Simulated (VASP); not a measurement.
# HfNbF3 (Amm2) in VASP: further runs

HfNbF3 is run at these levels: PBE; tasks: single point, relaxation of cell and atoms.

Everything below comes from runs of VASP 6.6.1. Logs are shortened: lines on timing, memory, paths and dates and some standing lists are left out, and cuts for length are marked.

**1. The cell of the first run**

The structure is orthorhombic, space group Amm2 (No. 38). Conventional cell: a = 2.948 Å, b = 7.550 Å, c = 6.673 Å, α = 90.00°, β = 90.00°, γ = 90.00°. Hf (site symmetry mm2) has 4 F at 2.21 to 2.24 Å and 2 Nb at 2.81 Å and 2 Hf at 2.95 Å within 3.0 Å. Nb (site symmetry mm2) has 5 F at 2.24 to 2.59 Å and 2 Hf at 2.81 Å and 2 Nb at 2.95 Å within 3.0 Å. F (site symmetry m) has 1 Hf at 2.21 Å and 2 Nb at 2.24 Å and 6 F at 2.90 to 3.02 Å within 3.1 Å. Within 3.1 Å of F (site symmetry mm2) lie 2 Hf at 2.24 Å and 1 Nb at 2.59 Å and 10 F at 2.90 to 3.02 Å.

The cell was generated, and may not be a known phase.

**2. Single point, PBE**

Contents of INCAR:

```
SYSTEM = HfNbF3
PREC = Accurate
ENCUT = 520
EDIFF = 1E-7
ISMEAR = 0
SIGMA = 0.1
LREAL = .FALSE.
LASPH = .TRUE.
NELM = 60
ALGO = Normal
ISIF = 2
LWAVE = .FALSE.
LCHARG = .TRUE.
GGA = PE
LELF = .TRUE.
LVHAR = .TRUE.
NBANDS = 30
```

Contents of KPOINTS:

```
regular mesh
0
G
  6 4 4
  0 0 0
```

Contents of POSCAR:

```
HfNbF3
1.0
    2.9481045570      0.0000000000      0.0000000000
    0.0000000000      3.7752258524      3.3363791039
    0.0000000000     -3.7752258524      3.3363791039
Hf Nb F
1 1 3
Direct
    0.5000000000      0.2741849477      0.2741849477
    0.0000000000      0.9151186805      0.9151186805
    0.5000000000      0.6250855167      0.0521228592
    0.5000000000      0.0521228592      0.6250855167
    0.0000000000      0.5264879959      0.5264879959
```

Potentials or basis: VASP PAW PBE potentials, release 64 (Hf_pv, Nb_sv, F).

Command:

```bash
$ cat potpaw_PBE.64/Hf_pv/POTCAR potpaw_PBE.64/Nb_sv/POTCAR potpaw_PBE.64/F/POTCAR > POTCAR
$ mpirun -np 1 vasp_std > vasp.out
```

OUTCAR:

```text
SYSTEM = HfNbF3
   PREC = Accurate
   ENCUT = 520
   EDIFF = 1E-7
   ISMEAR = 0
   LREAL = .FALSE.
   LASPH = .TRUE.
   NELM = 60
   ISIF = 2
   GGA = PE

 ion  position               nearest neighbor table
   1  0.500  0.274  0.274-   3 2.21   4 2.21   5 2.24   5 2.24   2 2.81   2 2.81
   2  0.000  0.915  0.915-   3 2.24   4 2.24   3 2.24   4 2.24   1 2.81   1 2.81
   3  0.500  0.625  0.052-   1 2.21   2 2.24   2 2.24
   4  0.500  0.052  0.625-   1 2.21   2 2.24   2 2.24
   5  0.000  0.526  0.526-   1 2.24   1 2.24

  LATTYP: Found a base centered orthorhombic cell.
 ALAT       =     6.6727582078
 B/A-ratio  =     1.1315338380
 C/A-ratio  =     0.4418119862

  Lattice vectors:

 A1 = (   0.0000000000,   3.7752258524,   3.3363791039)
 A2 = (   0.0000000000,  -3.7752258524,   3.3363791039)
 A3 = (   2.9481045570,   0.0000000000,   0.0000000000)

Analysis of symmetry for initial positions (statically):
=====================================================================
 Subroutine PRICEL returns:
 Original cell was already a primitive cell.

 Routine SETGRP: Setting up the symmetry group for a
 base centered orthorhombic supercell.

 Subroutine GETGRP returns: Found  4 space group operations
 (whereof  4 operations were pure point group operations)
 out of a pool of  8 trial point group operations.

The static configuration has the point symmetry C_2v.

Analysis of symmetry for dynamics (positions and initial velocities):
=====================================================================
 Subroutine PRICEL returns:
 Original cell was already a primitive cell.

 Routine SETGRP: Setting up the symmetry group for a
 base centered orthorhombic supercell.

 Subroutine GETGRP returns: Found  4 space group operations
 (whereof  4 operations were pure point group operations)
 out of a pool of  8 trial point group operations.

The dynamic configuration has the point symmetry C_2v.

 Subroutine INISYM returns: Found  4 space group operations
 (whereof  4 operations are pure point group operations),
 and found     1 'primitive' translations

----------------------------------------------------------------------------------------

                                     Primitive cell

  volume of cell :      74.2662

[... 88 lines left out ...]
   ISPIN  =      1    spin polarized calculation?
   LNONCOLLINEAR =      F non collinear calculations
   LSORBIT =      F    spin-orbit coupling
   LASPH  =      T    aspherical Exc in radial PAW
   ENCUT  =  520.0 eV  38.22 Ry    6.18 a.u.   5.48  9.37  9.37*2*pi/ulx,y,z
   NELM   =     60;   NELMIN=  2; NELMDL= -5     # of ELM steps
   EDIFF  = 0.1E-06   stopping-criterion for ELM
   LREAL  =      F    real-space projection
   EDIFFG = 0.1E-05   stopping-criterion for IOM
   NSW    =      0    number of steps for IOM
   IBRION =     -1    ionic relax: 0-MD 1-quasi-New 2-CG
   NFREE  =      0    steps in history (QN), initial steepest desc. (CG)
   ISIF   =      2    stress and relaxation
   ISYM   =      2    0-nonsym 1-usesym 2-fastsym
   POTIM  = 0.5000    time-step for ionic-motion
   TEBEG  =    0.0;   TEEND  =   0.0 temperature during run
   PSTRESS=    0.0 pullay stress
   NELECT =      44.0000    total number of electrons
   NUPDOWN=      -1.0000    fix difference up-down
   EMIN   =  10.00;   EMAX   =-10.00  energy-range for DOS
   EFERMI =   0.00;   METHOD = LEGACY
   ISMEAR =     0;   SIGMA  =   0.10  broadening in eV -4-tet -1-fermi 0-gaus
   EFERMI_NEDOS =   21; number of points for ismear=-14 and -15
   IALGO  =     38    algorithm
   IMIX   =      4    mixing-type and parameters
     AMIX     =   0.40;   BMIX     =  1.00
     AMIX_MAG =   1.60;   BMIX_MAG =  1.00
  volume/ion in A,a.u.               =      14.85       100.23
  Fermi-wavevector in a.u.,A,eV,Ry     =   1.374977  2.598329 25.722641  1.890561
  Thomas-Fermi vector in A             =   2.500354
   LORBIT       =      0    0 simple, 1 ext, 2 COOP (PROOUT), +10 PAW based schemes
   GGA     = PE    functional components
   LHFCALC =     F    Hartree Fock is set to
   AEXX    =    0.0000 exact exchange contribution
   IVDW    =     0    specifies the selected vdW correction
   LEPSILON=     F    determine dielectric tensor
   LRPA    =     F    only Hartree local field effects (RPA)
 non-spin polarized calculation
 Gauss-broadening in eV      SIGMA  =   0.10
  energy-cutoff  :      520.00
  volume of cell :       74.27
 maximum number of plane-waves:      2018
 NGX is ok and might be reduce to    24
   NGX = 11   NGY = 19   NGZ = 19

 number of electron      44.0000001 magnetization

 Free energy of the ion-electron system (eV)
  ---------------------------------------------------
  ext. energy  EPLUGINS =         0.00000000
  ---------------------------------------------------
  free energy    TOTEN  =       -36.15973909 eV

  energy without entropy =      -36.15933113  energy(sigma->0) =      -36.15953511

 E-fermi :   5.6177     XC(G=0): -10.4522

 val. band max:        5.4699280468   @ k =   0.1667   0.0000   0.0000
 cond. band min:       5.7970727029   @ k =   0.1667   0.2500   0.2500
 fundamental gap:      0.3271446561
 Fermi energy:         5.6177217508

 k-point     1 :       0.0000    0.0000    0.0000
  band No.  band energies     occupation
      1     -50.1720      2.00000
      2     -26.5509      2.00000
      3     -26.2908      2.00000
      4     -26.0887      2.00000
      5     -26.0508      2.00000
      6     -25.5224      2.00000
[... 781 lines left out ...]
     29      11.1973      0.00000
     30      11.7919      0.00000

 [... further k-points ...]
[... 5 lines left out ...]
  --------------------------------------------------------------------------------------
  -------------------------------------------------------------------------------------
  Total       -0.5361779     -0.5348675     -0.5177527      0.0000000      0.0000000      0.0000000
  in kB      -11.5672003    -11.5389320    -11.1697060      0.0000000      0.0000000      0.0000000
  external PRESSURE =     -11.4252794 kB  Pullay stress =       0.0000000 kB

 VOLUME and BASIS-vectors are now :
 -----------------------------------------------------------------------------
  energy-cutoff  :      520.00
  volume of cell :       74.27
      direct lattice vectors                 reciprocal lattice vectors
     2.948104557  0.000000000  0.000000000     0.339200995  0.000000000  0.000000000
     0.000000000  3.775225852  3.336379104     0.000000000  0.132442407  0.149863065
     0.000000000 -3.775225852  3.336379104     0.000000000 -0.132442407  0.149863065

 POSITION                                       TOTAL-FORCE (eV/Angst)
 -----------------------------------------------------------------------------------
      1.47405      0.00000      1.82957         0.000000      0.000000      0.125555
      0.00000      0.00000      6.10637         0.000000      0.000000      0.021345
      1.47405      2.16306      2.25942         0.000000     -0.088786     -0.014619
      1.47405     -2.16306      2.25942         0.000000      0.088786     -0.014619
      0.00000      0.00000      3.51313         0.000000      0.000000     -0.117663
 -----------------------------------------------------------------------------------
    total drift:                                0.000000      0.000001     -0.001252

  FREE ENERGIE OF THE ION-ELECTRON SYSTEM (eV)
  ---------------------------------------------------
  free  energy   TOTEN  =       -36.1597390928 eV

  energy  without entropy=      -36.1593311320  energy(sigma->0) =      -36.15953511
```

It took 97 s on 1 thread of Intel Xeon Platinum 8175M at 2.50GHz (Skylake/Cascade Lake), shared host; peak memory 0.21 GiB.

Results:

- Free energy: -36.1597 eV
- Pressure: -1.1 GPa
- Largest force: 0.126 eV/Å
- Band gap on the k mesh: 0.33 eV (least direct gap 0.42 eV)

Forces on the atoms (eV/Å):
```
Hf   0.000  0.000  0.126
Nb   0.000  0.000  0.021
F    0.000 -0.089 -0.015
F    0.000  0.089 -0.015
F    0.000  0.000 -0.118
```

Caveat: spin-orbit coupling is left out, which moves the levels of the heavy elements. A k mesh can miss the band edges.

**3. Single point, PBE, collinear spin, zero start**

This run uses another cell than the first one, of 15.10 Å³/atom.

Contents of INCAR:

```
PREC = Accurate
ENCUT = 520
EDIFF = 1E-7
ISMEAR = 0
SIGMA = 0.1
LREAL = False
LASPH = True
NELM = 150
ALGO = Normal
ISIF = 2
LWAVE = False
LCHARG = False
ISPIN = 2
MAGMOM = 0 0 0 0 0
LORBIT = 11
LMAXMIX = 4
GGA = PE
NBANDS = 34
```

Contents of KPOINTS:

```
regular mesh
0
Gamma
  4 4 4
```

Contents of POSCAR:

```
HfNbF3
1.0
    2.9873433355      0.0000000000      0.0000000000
    0.0000000000      3.7282774317      3.3890562735
    0.0000000000     -3.7282774317      3.3890562735
Hf Nb F
1 1 3
Direct
    0.5000000000      0.2758737670      0.2758737670
    0.0000000000     -0.0758795819     -0.0758795819
    0.5000000000      0.6309783554      1.0455146639
    0.5000000000      1.0455146639      0.6309783554
    0.0000000000      0.5165127956      0.5165127956
```

Potentials or basis: VASP PAW PBE potentials, release 64 (Hf_pv, Nb_sv, F).

Command:

```bash
$ cat potpaw_PBE.64/Hf_pv/POTCAR potpaw_PBE.64/Nb_sv/POTCAR potpaw_PBE.64/F/POTCAR > POTCAR
$ mpirun -np 1 vasp_std > vasp.out
```

Run time: 1.9 min. Hardware: 1 thread of Intel Xeon Platinum 8175M at 2.50GHz (Skylake/Cascade Lake), shared host; peak memory 0.26 GiB.

It converged, with:

```yaml
Free_energy: -36.0908 eV
Pressure: -1.0 GPa
Largest_force: 0.148 eV/Å
Band_gap_on_the_k_mesh: 0.57 eV (least direct gap 0.67 eV)
Net_moment: 0.00 μB per cell
Valence_electrons_inside_the_program's_atomic_spheres: Hf 8.29; Nb 10.58; F 6.10, 6.09 (each value once)
```

Forces on the atoms (eV/Å):
```
Hf   0.000  0.000  0.112
Nb   0.000  0.000  0.053
F    0.000 -0.098 -0.009
F    0.000  0.098 -0.009
F    0.000  0.000 -0.148
```

Stress tensor (GPa, compression positive):
```
-0.88  0.00  0.00
 0.00 -1.18  0.00
 0.00  0.00 -1.03
```

Levels at points of the mesh, in eV from the valence-band top:
Spin up:
```csv
k point,band 20,band 21,band 22,band 23,band 24,band 25
"(0.00, 0.00, 0.00)",-2.54,-1.89,-0.03,0.64,1.30,1.34
"(0.50, 0.00, 0.00)",-1.34,-0.50,-0.17,1.50,1.86,2.07
"(0.00, 0.50, 0.00)",-1.75,-1.54,-0.34,0.68,1.20,1.70
"(0.50, 0.50, 0.00)",-1.25,-0.85,-0.25,1.12,1.84,2.12
"(0.00, 0.50, 0.50)",-2.06,-1.90,-0.56,0.95,1.31,2.30
"(0.50, 0.50, 0.50)",-1.32,-0.43,-0.41,1.26,1.83,2.43
```
Spin down:
```tsv
k point	band 20	band 21	band 22	band 23	band 24	band 25
(0.00, 0.00, 0.00)	-2.54	-1.89	-0.03	0.64	1.30	1.34
(0.50, 0.00, 0.00)	-1.34	-0.50	-0.17	1.50	1.86	2.07
(0.00, 0.50, 0.00)	-1.75	-1.54	-0.34	0.68	1.20	1.70
(0.50, 0.50, 0.00)	-1.25	-0.85	-0.25	1.12	1.84	2.12
(0.00, 0.50, 0.50)	-2.06	-1.90	-0.56	0.95	1.31	2.30
(0.50, 0.50, 0.50)	-1.32	-0.43	-0.41	1.26	1.83	2.43
```

Caveat: the k points lie up to 0.53 Å⁻¹ apart; spin-orbit coupling is left out, which moves the levels of the heavy elements.

**4. Single point, PBE, collinear spin**

This run uses another cell than the first one, of 13.49 Å³/atom.

Contents of INCAR:

```
SYSTEM = HfNbF3
PREC = Accurate ; ENCUT = 520
EDIFF = 1E-6 ; ISMEAR = 0
SIGMA = 0.1 ; LREAL = .False.
LASPH = .True. ; NELM = 150
ALGO = Normal ; ISIF = 2
LWAVE = .False. ; LCHARG = .False.
ISPIN = 2 ; MAGMOM = 0.03 2.85 0.1 0.1 0.1
LORBIT = 11 ; LMAXMIX = 4
GGA = PE ; NBANDS = 34
```

Contents of KPOINTS:

```
regular mesh
0
Gamma
  4 4 4
  0 0 0
```

Contents of POSCAR:

```
HfNbF3
1.0
    4.0492098700      0.0000000000      0.0000000000
    0.0000000000      2.8845968300      2.8880250300
    0.0000000000     -2.8845968300      2.8880250300
Hf Nb F
1 1 3
Direct
    0.5000000000      0.4690000100      0.4690000100
    0.0000000000      0.0000000000      0.0000000000
    0.5000000000      0.4819999900      0.9620000100
    0.5000000000      0.9620000100      0.4819999900
    0.0000000000      0.4799999900      0.4799999900
```

Command:

```bash
$ cat potpaw_PBE.64/Hf_pv/POTCAR potpaw_PBE.64/Nb_sv/POTCAR potpaw_PBE.64/F/POTCAR > POTCAR
$ mpirun -np 1 vasp_std > vasp.out
```

It took 1.8 min on 1 thread of Intel Xeon Platinum 8175M at 2.50GHz (Skylake/Cascade Lake), shared host; peak memory 0.23 GiB.

The run converged. Its results:

- Free energy: -31.4355 eV
- Pressure: 23.0 GPa
- Largest force: 1.175 eV/Å
- Net moment: 4.41 μB per cell
- Site moments: Hf +0.07; Nb +2.74; F +0.08, +0.09 (each value once) μB
- Valence electrons inside the program's atomic spheres: Hf 8.52; Nb 10.86; F 6.14, 6.15 (each value once)

Forces in eV/Å, atoms in the order of the input:
```
Hf   0.000  0.000 -1.175
Nb   0.000  0.000  0.074
F    0.000  0.159  0.305
F    0.000 -0.159  0.305
F    0.000  0.000  0.490
```

Stress tensor (GPa, compression positive):
```
23.61  0.00  0.00
 0.00 22.45  0.00
 0.00  0.00 22.93
```

Levels at points of the mesh, in eV from the Fermi level:
Spin up:
```tsv
k point	band 21	band 22	band 23	band 24	band 25	band 26	band 27	band 28
(0.00, 0.00, 0.00)	-2.06	-2.03	-1.83	-1.78	-1.74	1.07	1.11	1.17
(0.50, 0.00, 0.00)	-1.28	-0.89	-0.66	-0.25	0.22	0.29	0.60	0.88
(0.00, 0.50, 0.00)	-1.30	-0.92	-0.48	-0.31	0.08	0.31	0.66	0.81
(0.50, 0.50, 0.00)	-0.82	-0.67	-0.65	0.28	0.76	1.73	1.74	2.58
(0.00, 0.50, 0.50)	-0.86	-0.70	-0.63	0.25	0.71	1.83	1.87	2.43
(0.50, 0.50, 0.50)	-1.39	-1.37	0.11	0.14	0.99	1.84	1.89	1.94
```
Spin down:
```tsv
k point	band 16	band 17	band 18	band 19	band 20	band 21	band 22	band 23
(0.00, 0.00, 0.00)	-8.70	-8.63	-8.63	-8.60	-1.79	-0.83	-0.81	-0.80
(0.50, 0.00, 0.00)	-9.29	-8.92	-8.68	-8.66	-0.31	0.47	0.73	1.04
(0.00, 0.50, 0.00)	-9.23	-8.95	-8.71	-8.69	-0.31	0.44	0.79	0.96
(0.50, 0.50, 0.00)	-9.05	-9.00	-8.97	-8.14	0.59	0.64	0.68	1.34
(0.00, 0.50, 0.50)	-9.11	-9.10	-9.06	-8.10	0.59	0.60	0.73	1.26
(0.50, 0.50, 0.50)	-10.42	-8.12	-8.12	-8.08	0.71	0.76	0.77	2.18
```

Caveat: the k points lie up to 0.39 Å⁻¹ apart; spin-orbit coupling is left out, which moves the levels of the heavy elements; forces of over 1 eV/Å act on the atoms, so gaps and moduli don't describe the material at rest.

**5. Relaxation of cell and atoms, PBE**

This run uses another cell than the first one, of 15.10 Å³/atom.

Contents of INCAR:

```
SYSTEM = HfNbF3
PREC = Accurate
ENCUT = 600
EDIFF = 1E-6
ISMEAR = 0
SIGMA = 0.1
LREAL = .False.
LASPH = .True.
NELM = 80
ALGO = Normal
ISIF = 3
LWAVE = .False.
LCHARG = .False.
GGA = PE
IBRION = 2
NSW = 90
EDIFFG = -0.04
```

Contents of KPOINTS:

```
regular mesh
0
Gamma
  6 4 4
  0 0 0
```

Contents of POSCAR:

```
HfNbF3
1.0
    2.9873433355      0.0000000000      0.0000000000
    0.0000000000      3.7282774317      3.3890562735
    0.0000000000     -3.7282774317      3.3890562735
Hf Nb F
1 1 3
Direct
    0.5000000000      0.2758737670      0.2758737670
    0.0000000000      0.9241204181      0.9241204181
    0.5000000000      0.6309783554      0.0455146639
    0.5000000000      0.0455146639      0.6309783554
    0.0000000000      0.5165127956      0.5165127956
```

Command:

```bash
$ cat potpaw_PBE.64/Hf_pv/POTCAR potpaw_PBE.64/Nb_sv/POTCAR potpaw_PBE.64/F/POTCAR > POTCAR
$ mpirun -np 1 vasp_std > vasp.out
```

Wall time 8.9 min (1 thread of Intel Xeon Platinum 8175M at 2.50GHz (Skylake/Cascade Lake), shared host); peak memory 0.24 GiB.

It converged, with:

| Item | Value |
| --- | --- |
| Free energy | -36.1726 eV |
| Relaxed volume | 14.71 Å³/atom |
| Relaxed cell | a = 2.938 Å, b = 5.023 Å, c = 5.023 Å, α = 97.23°, β = 90.00°, γ = 90.00° |
| Space group after relaxing (to 0.1 Å) | Amm2 (No. 38) |
| Energy gained by relaxing | 5.2 meV/atom |
| Ionic steps | 13 |
| Pressure after relaxing | 0.0 GPa |
| Largest force after relaxing | 0.034 eV/Å |
| Band gap on the k mesh | 0.31 eV (least direct gap 0.41 eV) |

Forces on the atoms (eV/Å):
```
Hf   0.000  0.000  0.025
Nb   0.000  0.000 -0.012
F    0.000 -0.025 -0.023
F    0.000  0.025 -0.023
F    0.000  0.000  0.032
```

Stress tensor (GPa, compression positive):
```
 0.00  0.00  0.00
 0.00 -0.32  0.00
 0.00  0.00  0.21
```

Step by step:
| step | energy change (eV) | largest force (eV/Å) | pressure (GPa) | volume (Å³) |
| --- | --- | --- | --- | --- |
| 1 | 0.0000 | 0.2557 | -1.21 | 75.49 |
| 2 | -0.0093 | 0.1859 | 0.95 | 74.25 |
| 3 | -0.0096 | 0.1966 | 0.63 | 74.43 |
| 4 | -0.0151 | 0.1013 | 0.19 | 74.61 |
| 5 | -0.0165 | 0.1565 | -0.17 | 74.77 |
| 6 | -0.0189 | 0.1002 | -0.20 | 74.64 |
| 7 | -0.0217 | 0.0606 | -0.24 | 74.27 |
| 8 | -0.0226 | 0.1121 | 0.21 | 73.87 |
| 9 | -0.0228 | 0.0731 | 0.09 | 73.97 |
| 10 | -0.0236 | 0.0776 | -0.03 | 73.96 |
| 11 | -0.0240 | 0.0927 | -0.16 | 73.95 |
| 12 | -0.0246 | 0.0780 | -0.15 | 73.85 |
| 13 | -0.0258 | 0.0339 | -0.03 | 73.55 |

Final structure:
```
Hf Nb F
1.0
     2.93819    0.00000    0.00000
     0.00000    3.76903    3.32098
     0.00000   -3.76903    3.32098
Hf Nb F
1 1 3
Direct
  0.50000 0.27425 0.27425
  0.00000 0.91440 0.91440
  0.50000 0.62453 0.05431
  0.50000 0.05431 0.62453
  0.00000 0.52550 0.52550
```

Levels at points of the mesh, in eV from the valence-band top:
```tsv
k point	band 19	band 20	band 21	band 22	band 23	band 24	band 25	band 26
(0.00, 0.00, 0.00)	-5.74	-2.75	-2.22	0.00	0.54	1.24	1.36	2.34
(0.50, 0.00, 0.00)	-6.16	-1.60	-0.47	-0.35	1.40	1.76	2.27	3.58
(0.00, 0.50, 0.00)	-5.92	-2.09	-1.69	-0.38	0.53	1.18	1.78	2.64
(0.50, 0.50, 0.00)	-6.03	-1.45	-0.96	-0.36	1.05	1.67	2.31	3.18
(0.00, 0.50, 0.50)	-6.30	-2.33	-2.23	-0.66	0.80	1.33	2.38	2.71
(0.50, 0.50, 0.50)	-5.89	-1.60	-0.55	-0.40	1.29	2.04	2.27	3.17
```

Caveat: spin-orbit coupling is left out, which moves the levels of the heavy elements. A k mesh can miss the band edges.

**6. The runs side by side**

| task | spin | cell | k mesh | cutoff (eV) | gap on the mesh (eV) | pressure (GPa) | moment (μB) | largest force (eV/Å) |
| --- | --- | --- | --- | --- | --- | --- | --- | --- |
| single point | off | a = 2.948, b = 5.038, c = 5.038 Å, angles 97.1, 90.0, 90.0°, 5 atoms, atomic positions A | 6 × 4 × 4 | 520 | 0.33 | -1.1 | - | 0.13 |
| single point | collinear, zero start | a = 2.987, b = 5.038, c = 5.038 Å, angles 95.5, 90.0, 90.0°, 5 atoms, atomic positions B | 4 × 4 × 4 | 520 | 0.57 | -1.0 | 0.00 | 0.15 |
| single point | collinear | a = 4.049, b = 4.082, c = 4.082 Å, angles 89.9, 90.0, 90.0°, 5 atoms, atomic positions C | 4 × 4 × 4 | 520 | none | 23.0 | 4.41 | 1.17 |
| relaxation of cell and atoms | off | relaxed from a = 2.987, b = 5.038, c = 5.038 Å, angles 95.5, 90.0, 90.0°, 5 atoms, atomic positions B | 6 × 4 × 4 | 600 | 0.31 | 0.0 | - | 0.03 |

Alike in all rows: level PBE; potentials or basis VASP PAW PBE potentials, release 64 (Hf_pv, Nb_sv, F); smearing gaussian 0.1 eV.

Caveats: some runs use coarse meshes; spin-orbit coupling is left out, which moves the levels of the heavy elements; forces of over 1 eV/Å act on the atoms, so gaps and moduli don't describe the material at rest (at least some runs).

Total energies depend on the potentials used, so only differences within one code and one set of settings carry meaning.

The gap in the log of VASP goes by the Fermi energy; the results here count the filled bands.